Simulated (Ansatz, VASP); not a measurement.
# One calculation of Ti2Cd, two programs

```xyz
3
Lattice="-1.4325 1.4325 6.7771 1.4325 -1.4325 6.7771 1.4325 1.4325 -6.7771" Properties=species:S:1:pos:R:3 pbc="T T T"
Ti    0.0000    0.0000    4.3916
Ti    0.0000    0.0000    9.1626
Cd    0.0000    0.0000    0.0000
```

Change from the starting cell: zz strain of +1 %.

Alike in both runs: task single point; functional LDA; k mesh 16 × 16 × 16; occupations fermi-dirac, width 0.08 eV; no spin polarisation.

|  | VASP | Ansatz |
| --- | --- | --- |
| version | VASP 6.6.1 | Ansatz 0.2.0 |
| potentials or method | VASP PAW LDA potentials, release 64 (Ti_sv, Cd), cutoff 520 eV | all-electron LAPW, scalar-relativistic |

```tsv
	VASP	Ansatz	Ansatz less VASP
pressure (GPa)	-8.6	-8.9	-0.32
traceless stress, the component that is largest in VASP (GPa)	-0.36	-0.34	+0.020
rms of the force components (eV/Å)	0.154	0.146	-0.0086
```

LDA's correlation is that of Perdew and Zunger in VASP and of Perdew and Wang (1992) in Ansatz. Atom by atom the forces differ by 0.009 eV/Å (rms over components). Ansatz ran all-electron here, and VASP with PAW potentials.
